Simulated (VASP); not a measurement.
# K (Im-3m) in VASP: further runs, part 2 of 2

VASP 6.6.1. The steps go on from the part before.

## 5. Single point, r2SCAN

Contents of POSCAR:

```
K
1.0
   -2.6699463634      2.6699463634      2.6699463634
    2.6699463634     -2.6699463634      2.6699463634
    2.6699463634      2.6699463634     -2.6699463634
K
1
Direct
    0.0000000000      0.0000000000      0.0000000000
```

Contents of INCAR.step1:

```
SYSTEM = K
PREC = Accurate ; ENCUT = 520
ISMEAR = 0 ; SIGMA = 1.0
LREAL = .FALSE. ; LASPH = .TRUE.
NELM = 100 ; NBANDS = 10
GGA = PE ; ALGO = Normal
EDIFF = 1E-4 ; LWAVE = .TRUE.
LCHARG = .FALSE.
```

Contents of INCAR.step2:

```
SYSTEM = K
PREC = Accurate ; ENCUT = 520
EDIFF = 1E-6 ; ISMEAR = 0
SIGMA = 1.0 ; LREAL = .FALSE.
LASPH = .TRUE. ; NELM = 100
ALGO = Normal ; ISIF = 2
LWAVE = .FALSE. ; LCHARG = .FALSE.
METAGGA = R2SCAN ; LMIXTAU = .TRUE.
NBANDS = 10 ; ISTART = 1
```

Contents of KPOINTS:

```
Automatic mesh
0
G
  8 8 8
  0 0 0
```

Potentials or basis: VASP PAW PBE potentials, release 64 (K_sv).

Run with:

```
cat potpaw_PBE.64/K_sv/POTCAR > POTCAR
cp INCAR.step1 INCAR
mpirun -np 1 vasp_std > vasp.out
cp INCAR.step2 INCAR
mpirun -np 1 vasp_std > vasp.out
```

OUTCAR:

```text
SYSTEM = K
   PREC = Accurate
   ENCUT = 520
   EDIFF = 1E-6
   ISMEAR = 0
   LREAL = .FALSE.
   LASPH = .TRUE.
   NELM = 100
   ISIF = 2
   METAGGA = R2SCAN
   ISTART = 1

 ion  position               nearest neighbor table
   1  0.000  0.000  0.000-

  LATTYP: Found a body centered cubic cell.
 ALAT       =     5.3398927268

  Lattice vectors:

 A1 = (  -2.6699463634,   2.6699463634,   2.6699463634)
 A2 = (   2.6699463634,  -2.6699463634,   2.6699463634)
 A3 = (   2.6699463634,   2.6699463634,  -2.6699463634)

Analysis of symmetry for initial positions (statically):
=====================================================================
 Subroutine PRICEL returns:
 Original cell was already a primitive cell.

 Routine SETGRP: Setting up the symmetry group for a
 body centered cubic supercell.

 Subroutine GETGRP returns: Found 48 space group operations
 (whereof 48 operations were pure point group operations)
[... 165 lines left out ...]
 val. band max:       -0.3422723265   @ k =   0.2500   0.1250   0.1250
 cond. band min:      -0.1763182967   @ k =   0.2500   0.2500   0.0000
 fundamental gap:      0.1659540298
 Fermi energy:        -0.2269799677

 k-point     1 :       0.0000    0.0000    0.0000
  band No.  band energies     occupation
      1     -33.8125      2.00000
      2     -16.4872      2.00000
      3     -16.4872      2.00000
      4     -16.4872      2.00000
      5      -2.3890      1.99777
      6       4.5938      0.00000
      7       4.5938      0.00000
      8       4.5938      0.00000
      9       5.5268      0.00000
     10       5.5268      0.00000
[... 287 lines left out ...]
 k-point    24 :      -0.3750    0.3750    0.2500
  band No.  band energies     occupation
      1     -33.8080      2.00000
      2     -16.5324      2.00000
      3     -16.5158      2.00000
      4     -16.5097      2.00000
      5      -0.0268      0.77712
      6       2.0777      0.00112
      7       3.5304      0.00000
      8       3.5824      0.00000
      9       4.8999      0.00000
     10       6.0138      0.00000

 [... further k-points ...]

------------------------ aborting loop because EDIFF is reached ----------------------------------------

  FORCE on cell =-STRESS in cart. coord.  units (eV):
  Direction    XX          YY          ZZ          XY          YZ          ZX
  --------------------------------------------------------------------------------------
  -------------------------------------------------------------------------------------
  Total        0.0672510      0.0672510      0.0672510      0.0000000      0.0000000     -0.0000000
  in kB        1.4152778      1.4152778      1.4152778      0.0000000      0.0000000     -0.0000000
  external PRESSURE =       1.4152778 kB  Pullay stress =       0.0000000 kB

 VOLUME and BASIS-vectors are now :
 -----------------------------------------------------------------------------
  energy-cutoff  :      520.00
  volume of cell :       76.13
      direct lattice vectors                 reciprocal lattice vectors
    -2.669946363  2.669946363  2.669946363     0.000000000  0.187269680  0.187269680
     2.669946363 -2.669946363  2.669946363     0.187269680  0.000000000  0.187269680
     2.669946363  2.669946363 -2.669946363     0.187269680  0.187269680  0.000000000

 POSITION                                       TOTAL-FORCE (eV/Angst)
 -----------------------------------------------------------------------------------
      0.00000      0.00000      0.00000         0.000000      0.000000      0.000000
 -----------------------------------------------------------------------------------
    total drift:                               -0.000000      0.000000      0.000000

  FREE ENERGIE OF THE ION-ELECTRON SYSTEM (eV)
  ---------------------------------------------------
  free  energy   TOTEN  =        -6.1966541973 eV

  energy  without entropy=       -5.8295907582  energy(sigma->0) =       -6.01312248
```

OUTCAR.step1:

```text
SYSTEM = K
   PREC = Accurate
   ENCUT = 520
   ISMEAR = 0
   LREAL = .FALSE.
   LASPH = .TRUE.
[... 529 lines left out ...]
 POSITION                                       TOTAL-FORCE (eV/Angst)
 -----------------------------------------------------------------------------------
      0.00000      0.00000      0.00000         0.000000      0.000000     -0.000000
 -----------------------------------------------------------------------------------
    total drift:                               -0.000000      0.000000      0.000000

  FREE ENERGIE OF THE ION-ELECTRON SYSTEM (eV)
  ---------------------------------------------------
  free  energy   TOTEN  =        -1.2429207739 eV

  energy  without entropy=       -0.8535571087  energy(sigma->0) =       -1.04823894
```

OSZICAR.step1:

```text
N       E                     dE             d eps       ncg     rms          rms(c)
DAV:   1     0.474820148660E+02    0.47482E+02   -0.36420E+03   580   0.682E+02
DAV:   2     0.448024774947E+00   -0.47034E+02   -0.46276E+02   616   0.192E+02
DAV:   3    -0.119070106220E+01   -0.16387E+01   -0.16310E+01   896   0.298E+01
DAV:   4    -0.124043373423E+01   -0.49733E-01   -0.49644E-01   802   0.419E+00
DAV:   5    -0.124171835470E+01   -0.12846E-02   -0.12844E-02   870   0.519E-01    0.211E+00
DAV:   6    -0.124225263243E+01   -0.53428E-03   -0.12819E-03   878   0.228E-01    0.129E+00
DAV:   7    -0.124284425262E+01   -0.59162E-03   -0.25137E-03   872   0.330E-01    0.476E-02
DAV:   8    -0.124292077393E+01   -0.76521E-04   -0.94809E-05   628   0.112E-01
   1 F= -.12429208E+01 E0= -.10482389E+01  d E =-.389364E+00
```

Wall time 1.8 min (1 thread of Intel Xeon 8259CL, shared host); peak memory 0.21 GiB.

Results:

```
Free energy            : -6.1967 eV
Pressure               : 0.1 GPa
Band gap on the k mesh : zero (an odd number of electrons rules out a gap without spin polarisation)
```

Levels at points of the mesh, in eV from the Fermi level:
```
           k point  band 1  band 2  band 3  band 4  band 5  band 6  band 7  band 8
(0.00, 0.00, 0.00)  -33.59  -16.26  -16.26  -16.26   -2.16    4.82    4.82    4.82
(0.50, 0.00, 0.00)  -33.58  -16.32  -16.28  -16.26    0.67    0.71    3.57    5.46
(0.50, 0.50, 0.50)  -33.58  -16.30  -16.30  -16.30    1.88    1.88    3.79    3.79
```

Caveat: so wide a smearing shifts energies and pressures; the PAW data sets were made with another functional, which shifts forces and pressure a little.

## 6. Single point, r2SCAN

POSCAR is that of step 5.

Contents of INCAR.step1:

```
ALGO = Normal
EDIFF = 1E-4
ENCUT = 520
GGA = PE
ISMEAR = 1
LASPH = True
LCHARG = False
LREAL = False
LWAVE = True
NBANDS = 10
NELM = 80
PREC = Accurate
SIGMA = 0.01
```

Contents of INCAR.step2:

```
ALGO = Normal
EDIFF = 1E-6
ENCUT = 520
ISIF = 2
ISMEAR = 1
ISTART = 1
LASPH = True
LCHARG = False
LMIXTAU = True
LREAL = False
LWAVE = False
METAGGA = R2SCAN
NBANDS = 10
NELM = 80
PREC = Accurate
SIGMA = 0.01
```

Contents of KPOINTS:

```
k-points
0
Gamma
  8 8 8
```

Potentials or basis: VASP PAW PBE potentials, release 64 (K_sv).

Run with:

```
cat potpaw_PBE.64/K_sv/POTCAR > POTCAR
cp INCAR.step1 INCAR
mpirun -np 1 vasp_std > vasp.out
cp INCAR.step2 INCAR
mpirun -np 1 vasp_std > vasp.out
```

OUTCAR:

```text
EDIFF = 1E-6
   ENCUT = 520
   ISIF = 2
   ISMEAR = 1
   ISTART = 1
   LASPH = True
   LREAL = False
   METAGGA = R2SCAN
   NELM = 80
   PREC = Accurate

 ion  position               nearest neighbor table
   1  0.000  0.000  0.000-

  LATTYP: Found a body centered cubic cell.
 ALAT       =     5.3398927268

  Lattice vectors:

 A1 = (  -2.6699463634,   2.6699463634,   2.6699463634)
 A2 = (   2.6699463634,  -2.6699463634,   2.6699463634)
 A3 = (   2.6699463634,   2.6699463634,  -2.6699463634)

Analysis of symmetry for initial positions (statically):
=====================================================================
 Subroutine PRICEL returns:
 Original cell was already a primitive cell.

 Routine SETGRP: Setting up the symmetry group for a
 body centered cubic supercell.

 Subroutine GETGRP returns: Found 48 space group operations
 (whereof 48 operations were pure point group operations)
 out of a pool of 48 trial point group operations.

The static configuration has the point symmetry O_h .

[... 163 lines left out ...]
 fundamental gap:      0.1506798617
 Fermi energy:        -0.0312406133

 k-point     1 :       0.0000    0.0000    0.0000
  band No.  band energies     occupation
      1     -33.8171      2.00000
      2     -16.4906      2.00000
      3     -16.4906      2.00000
      4     -16.4906      2.00000
      5      -2.3924      2.00000
      6       4.5782      0.00000
      7       4.5783      0.00000
      8       4.5783      0.00000
      9       5.5193      0.00000
     10       5.5193      0.00000
[... 287 lines left out ...]
 k-point    24 :      -0.3750    0.3750    0.2500
  band No.  band energies     occupation
      1     -33.8125      2.00000
      2     -16.5362      2.00000
      3     -16.5195      2.00000
      4     -16.5133      2.00000
      5      -0.0295      0.70877
      6       2.0789      0.00000
      7       3.5133      0.00000
      8       3.5711      0.00000
      9       4.8893      0.00000
     10       6.0065      0.00000

 [... further k-points ...]

------------------------ aborting loop because EDIFF is reached ----------------------------------------

  FORCE on cell =-STRESS in cart. coord.  units (eV):
  Direction    XX          YY          ZZ          XY          YZ          ZX
  --------------------------------------------------------------------------------------
  -------------------------------------------------------------------------------------
  Total       -0.0015653     -0.0015653     -0.0015653     -0.0000000      0.0000000     -0.0000000
  in kB       -0.0329412     -0.0329412     -0.0329412     -0.0000000      0.0000000     -0.0000000
  external PRESSURE =      -0.0329412 kB  Pullay stress =       0.0000000 kB

 VOLUME and BASIS-vectors are now :
 -----------------------------------------------------------------------------
  energy-cutoff  :      520.00
  volume of cell :       76.13
      direct lattice vectors                 reciprocal lattice vectors
    -2.669946363  2.669946363  2.669946363     0.000000000  0.187269680  0.187269680
     2.669946363 -2.669946363  2.669946363     0.187269680  0.000000000  0.187269680
     2.669946363  2.669946363 -2.669946363     0.187269680  0.187269680  0.000000000

 POSITION                                       TOTAL-FORCE (eV/Angst)
 -----------------------------------------------------------------------------------
      0.00000      0.00000      0.00000         0.000000     -0.000000     -0.000000
 -----------------------------------------------------------------------------------
    total drift:                               -0.000000      0.000000      0.000000

  FREE ENERGIE OF THE ION-ELECTRON SYSTEM (eV)
  ---------------------------------------------------
  free  energy   TOTEN  =        -6.0044952249 eV

  energy  without entropy=       -6.0044825257  energy(sigma->0) =       -6.00449099
```

Wall time 1.9 min (1 thread of Intel Xeon 8259CL, shared host); peak memory 0.21 GiB.

Results:

* Free energy: -6.0045 eV
* Pressure: 0.0 GPa
* Band gap on the k mesh: zero (an odd number of electrons rules out a gap without spin polarisation)

Caveat: the PAW data sets were made with another functional, which shifts forces and pressure a little.

## 7. The runs side by side

```tsv
smearing	gap on the mesh (eV)	pressure (GPa)
gaussian 0.2 eV	none	0.0
gaussian 0.3 eV	none	0.0
gaussian 0.6 eV	none	0.1
gaussian 1 eV	none	0.1
methfessel-paxton 0.01 eV	none	0.0
```

Alike in all rows: task single point; level r2SCAN; potentials or basis VASP PAW PBE potentials, release 64 (K_sv); no spin polarisation; cell as given; k mesh 8 × 8 × 8; cutoff (eV) 520.

Caveats: the PAW data sets were made with another functional, which shifts forces and pressure a little; so wide a smearing shifts energies and pressures (at least some runs).

Total energies depend on the potentials used, so only differences within one code and one set of settings carry meaning.
